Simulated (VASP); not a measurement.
# MnHg (Pm-3m) in VASP: single point with PBEsol

Aim: the single point of MnHg with PBEsol.

Program: VASP 6.6.1. These are calculated values, not measurements. Logs are shortened: lines on timing, memory, paths and dates and some standing lists are left out, and cuts for length are marked.

## 1. The cell of the first run

Symmetry: Pm-3m, No. 221, cubic system. The conventional cell has a = 3.077 Å, b = 3.077 Å, c = 3.077 Å, α = 90.00°, β = 90.00°, γ = 90.00°. Mn (site symmetry m-3m) has 8 Hg at 2.67 Å and 6 Mn at 3.08 Å within 3.5 Å. Hg (site symmetry m-3m) has 8 Mn at 2.67 Å and 6 Hg at 3.08 Å within 3.5 Å.

## 2. Single point, PBEsol, collinear spin, antiferromagnetic start

Contents of INCAR:

```
PREC = Accurate ; ENCUT = 680
EDIFF = 1E-6 ; ISMEAR = 0
SIGMA = 0.1 ; LREAL = F
LASPH = T ; NELM = 200
ALGO = Normal ; ISIF = 2
LWAVE = F ; LCHARG = F
ISPIN = 2 ; MAGMOM = 4 -4 0 0
LORBIT = 11 ; LMAXMIX = 4
GGA = PS ; NBANDS = 47
GGA_COMPAT = F
```

Contents of KPOINTS:

```
Automatic mesh
0
Gamma
  12 12 6
```

Contents of POSCAR:

```
MnHg
1.0
    3.0773733967      0.0000000000      3.0773733967
    0.0000000000      3.0773733967      3.0773733967
    0.0000000000      0.0000000000      6.1547467934
Mn Hg
2 2
Direct
    0.5000000000      0.5000000000      0.7500000000
    0.5000000000      0.5000000000      0.2500000000
    0.0000000000      0.0000000000      0.0000000000
    0.0000000000      0.0000000000      0.5000000000
```

Potentials or basis: VASP PAW PBE potentials, release 64 (Mn_sv, Hg_sv_GW).

The run is started by

```sh
> cat potpaw_PBE.64/Mn_sv/POTCAR potpaw_PBE.64/Hg_sv_GW/POTCAR > POTCAR
> mpirun -np 1 vasp_std > vasp.out
```

OUTCAR:

```text
PREC = Accurate
   ENCUT = 680
   EDIFF = 1E-6
   ISMEAR = 0
   LREAL = F
   LASPH = T
   NELM = 200
   ISIF = 2
   ISPIN = 2
   LORBIT = 11
   GGA = PS

 ion  position               nearest neighbor table
   1  0.500  0.500  0.750-   4 2.67   3 2.67   3 2.67   4 2.67   3 2.67   4 2.67   4 2.67   3 2.67

   2  0.500  0.500  0.250-   3 2.67   4 2.67   3 2.67   4 2.67   3 2.67   4 2.67   3 2.67   4 2.67

   3  0.000  0.000  0.000-   1 2.67   2 2.67   1 2.67   2 2.67   1 2.67   2 2.67   1 2.67   2 2.67
                             4 3.08   4 3.08   4 3.08   4 3.08   4 3.08   4 3.08
   4  0.000  0.000  0.500-   2 2.67   1 2.67   1 2.67   2 2.67   1 2.67   2 2.67   2 2.67   1 2.67
                             3 3.08   3 3.08   3 3.08   3 3.08   3 3.08   3 3.08

  LATTYP: Found a face centered cubic cell.
 ALAT       =     6.1547467934

  Lattice vectors:

 A1 = (   3.0773733967,  -3.0773733967,   0.0000000000)
 A2 = (   3.0773733967,   0.0000000000,   3.0773733967)
 A3 = (   0.0000000000,  -3.0773733967,   3.0773733967)

Analysis of symmetry for initial positions (statically):
=====================================================================
 Subroutine PRICEL returns following result:

  LATTYP: Found a simple cubic cell.
 ALAT       =     3.0773733967
[... 12 lines left out ...]
 Subroutine GETGRP returns: Found 48 space group operations
 (whereof 48 operations were pure point group operations)
 out of a pool of 48 trial point group operations.

The static configuration has the point symmetry O_h .

Analysis of symmetry for dynamics (positions and initial velocities):
=====================================================================
 Subroutine PRICEL returns following result:

  LATTYP: Found a simple cubic cell.
 ALAT       =     3.0773733967
[... 12 lines left out ...]
 Subroutine GETGRP returns: Found 48 space group operations
 (whereof 48 operations were pure point group operations)
 out of a pool of 48 trial point group operations.

The dynamic configuration has the point symmetry O_h .

Analysis of structural, dynamic, and magnetic symmetry:
=====================================================================
 Subroutine PRICEL returns following result:

  LATTYP: Found a simple cubic cell.
 ALAT       =     3.0773733967
[... 12 lines left out ...]
 Subroutine GETGRP returns: Found 48 space group operations
 (whereof 48 operations were pure point group operations)
 out of a pool of 48 trial point group operations.
[... 130 lines left out ...]
   LEPSILON=     F    determine dielectric tensor
   LRPA    =     F    only Hartree local field effects (RPA)
 spin polarized calculation
 Gauss-broadening in eV      SIGMA  =   0.10
  energy-cutoff  :      680.00
  volume of cell :       58.29
 maximum number of plane-waves:      2397
 NGX is ok and might be reduce to    40
   NGX = 19   NGY = 19   NGZ = 27

 number of electron      70.0000001 magnetization       0.0000000

 number of electron      70.0000001 magnetization      -0.0000000

 Free energy of the ion-electron system (eV)
  ---------------------------------------------------
  ext. energy  EPLUGINS =         0.00000000
  ---------------------------------------------------
  free energy    TOTEN  =       -19.13538474 eV

  energy without entropy =      -19.12398830  energy(sigma->0) =      -19.12968652

 E-fermi :  11.5169     XC(G=0): -13.5501

 val. band max:       11.4991272067   @ k =   0.0833   0.0000   0.0000
 cond. band min:      11.5264022749   @ k =   0.0833   0.0000   0.0000
 fundamental gap:      0.0272750682
 Fermi energy:        11.5169357070

 spin component 1

 k-point     1 :       0.0000    0.0000    0.0000
  band No.  band energies     occupation
      1    -104.7083      1.00000
      2    -104.7058      1.00000
      3     -69.2451      1.00000
      4     -65.8068      1.00000
      5     -52.9999      1.00000
      6     -52.9999      1.00000
[... 1189 lines left out ...]
     46      23.2689      0.00000
     47      24.3002      0.00000

 [... further k-points ...]

 spin component 2

 k-point     1 :       0.0000    0.0000    0.0000
  band No.  band energies     occupation
      1    -104.7083      1.00000
      2    -104.7058      1.00000
      3     -69.2451      1.00000
      4     -65.8068      1.00000
      5     -52.9999      1.00000
      6     -52.9999      1.00000
[... 1189 lines left out ...]
     46      23.2689      0.00000
     47      24.3174      0.00000

 [... further k-points ...]

------------------------ aborting loop because EDIFF is reached ----------------------------------------

  FORCE on cell =-STRESS in cart. coord.  units (eV):
  Direction    XX          YY          ZZ          XY          YZ          ZX
  --------------------------------------------------------------------------------------
  -------------------------------------------------------------------------------------
  Total        7.0281988      7.0281988      7.0281988      0.0000000     -0.0000000      0.0000000
  in kB      193.1897308    193.1897308    193.1897308      0.0000000     -0.0000000      0.0000000
  external PRESSURE =     193.1897308 kB  Pullay stress =       0.0000000 kB

 VOLUME and BASIS-vectors are now :
 -----------------------------------------------------------------------------
  energy-cutoff  :      680.00
  volume of cell :       58.29
      direct lattice vectors                 reciprocal lattice vectors
     3.077373397  0.000000000  3.077373397     0.324952442  0.000000000  0.000000000
     0.000000000  3.077373397  3.077373397     0.000000000  0.324952442  0.000000000
     0.000000000  0.000000000  6.154746793    -0.162476221 -0.162476221  0.162476221

 POSITION                                       TOTAL-FORCE (eV/Angst)
 -----------------------------------------------------------------------------------
      1.53869      1.53869      7.69343         0.000000      0.000000     -0.000000
      1.53869      1.53869      4.61606        -0.000000      0.000000     -0.000000
      0.00000      0.00000      0.00000        -0.000000      0.000000      0.000000
      0.00000      0.00000      3.07737         0.000000     -0.000000      0.000000
 -----------------------------------------------------------------------------------
    total drift:                               -0.000000      0.000000      0.000000

  FREE ENERGIE OF THE ION-ELECTRON SYSTEM (eV)
  ---------------------------------------------------
  free  energy   TOTEN  =       -19.1353847383 eV

  energy  without entropy=      -19.1239883022  energy(sigma->0) =      -19.12968652

 total charge

# of ion       s       p       d       f       tot
--------------------------------------------------
    1        2.163   6.040   4.741   0.000  12.944
    2        2.163   6.040   4.741   0.000  12.944
    3        2.596   6.766   8.766   0.024  18.151
    4        2.596   6.766   8.766   0.024  18.151
--------------------------------------------------
tot          9.518  25.613  27.013   0.047  62.190

 magnetization (x)

# of ion       s       p       d       f       tot
--------------------------------------------------
    1        0.031   0.022   3.045   0.000   3.098
    2       -0.031  -0.022  -3.045   0.000  -3.098
    3        0.000   0.000   0.000   0.000   0.000
    4        0.000   0.000   0.000   0.000   0.000
--------------------------------------------------
tot          0.000   0.000   0.000   0.000   0.000
```

It took 7.7 min on 1 thread of Intel Xeon Platinum 8488C (Sapphire Rapids), shared host; peak memory 0.53 GiB.

What came out:

- Free energy: -19.1354 eV
- Pressure: 19.3 GPa
- Band gap on the k mesh: zero (filled and empty bands overlap)
- Net moment: 0.00 μB per cell
- Site moments: Mn +3.10, -3.10; Hg +0.00 μB
- Valence electrons inside the program's atomic spheres: Mn 12.94; Hg 18.15

Caveat: the cell stands under pressure; the antiferromagnetic order is the one typed at the start, and another may lie lower; the PAW data sets were made with another functional, which shifts forces and pressure a little; spin-orbit coupling is left out, which moves the levels of the heavy elements.

The gap in the log of VASP goes by the Fermi energy; the results here count the filled bands.